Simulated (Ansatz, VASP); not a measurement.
Sn3Mo2 in VASP and in Ansatz

```xyz
5
Lattice="5.1424 0.0000 0.0000 0.0000 5.1424 0.0000 0.0000 0.0000 5.1424" Properties=species:S:1:pos:R:3 pbc="T T T"
Sn    0.0000    2.5712    2.5712
Sn    2.5712    0.0000    2.5712
Sn    2.5712    2.5712    0.0000
Mo    0.0000    0.0000    0.0000
Mo    2.5712    2.5712    2.5712
```

Alike in both runs: functional PBE; k mesh 4 × 4 × 4; occupations gaussian, width 0.1 eV; no spin polarisation.

Ansatz relaxed the structure, and its values are those at the end. VASP's run is a single point on that final structure, the one shown.

```csv
,VASP,Ansatz
version,VASP 6.6.1,Ansatz 0.2.0
potentials or method,"VASP PAW PBE potentials, release 64 (Sn_d, Mo_sv), cutoff 520 eV","scalar-relativistic, plane waves, PAW"
valence electrons in the cell,70,70
```

Ansatz gave:

| Quantity | Value |
| --- | --- |
| gap on the k mesh at the Fermi level (eV) | none |
| pressure (GPa) | 0.0 |

Question: Which values does VASP return?

Answer: gap on the k mesh at the Fermi level (eV): none; pressure (GPa): 0.1.

A gap of «none» marks a metal or a gap that the smearing closes.
